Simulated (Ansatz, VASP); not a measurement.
One calculation of Cu, two programs

Contents of POSCAR:

```
Cu
1.0
    0.0000000000      1.7736997500      1.8075000000
    1.8413002500      0.0000000000      1.8075000000
    1.8413002500      1.7736997500      0.0000000000
Cu
1
Direct
    0.0000000000      0.0000000000      0.0000000000
```

The input INCAR.step1:

```
  PREC = Accurate
  ENCUT = 520
  ISMEAR = 0
  SIGMA = 0.15
  LREAL = False
  LASPH = True
  NELM = 100
  NBANDS = 12
  GGA = PE
  ALGO = Normal
  EDIFF = 1E-4
  LWAVE = True
  LCHARG = False
```

The input INCAR.step2:

```
  PREC = Accurate
  ENCUT = 520
  EDIFF = 1E-6
  ISMEAR = 0
  SIGMA = 0.15
  LREAL = False
  LASPH = True
  NELM = 100
  ALGO = Normal
  ISIF = 2
  LWAVE = False
  LCHARG = False
  METAGGA = R2SCAN
  LMIXTAU = True
  NBANDS = 12
  ISTART = 1
```

File KPOINTS:

```
regular mesh
0
Gamma
  22 22 22
```

Input for Ansatz:

```yaml
crystal:
  lattice:
    - [0.0, 1.77369975, 1.8075]
    - [1.84130025, 0.0, 1.8075]
    - [1.84130025, 1.77369975, 0.0]
  atoms:
    - { symbol: Cu, position: [0.0, 0.0, 0.0] }
basis:
  ecutwfc: 500
kpoints:
  mp_grid: { grid: [22, 22, 22] }
hamiltonian:
  xc: r2scan
scf:
  occupations: { method: gaussian, width: 0.15 }
output:
  forces: true
  stress: true
  eigenvalues: true
```

Change from the starting cell: strain +0.0187 x Voigt [1, -1, 0, 0, 0, 0], atoms carried along.

Alike in both runs: task single point; functional r2SCAN; k mesh 22 × 22 × 22; occupations gaussian, width 0.15 eV; no spin polarisation.

|  | VASP | Ansatz |
| --- | --- | --- |
| version | VASP 6.6.1 | Ansatz 0.2.0 |
| potentials or method | VASP PAW PBE potentials, release 64 (Cu), cutoff 520 eV | scalar-relativistic, plane waves, PAW |
| valence electrons in the cell | 11 | 19 |

|  | VASP | Ansatz | Ansatz less VASP |
| --- | --- | --- | --- |
| gap on the k mesh at the Fermi level (eV) | none | none | - |
| pressure (GPa) | -4.1 | -4.7 | -0.59 |
| traceless stress, the component that is largest in VASP (GPa) | -1.15 | -1.13 | +0.012 |

VASP's potentials were made for PBE, not for r2SCAN. A gap of «none» marks a metal or a gap that the smearing closes. VASP's potentials hold 11 valence electrons a cell and Ansatz's 19, so a difference there can come from the potentials and not from the codes.
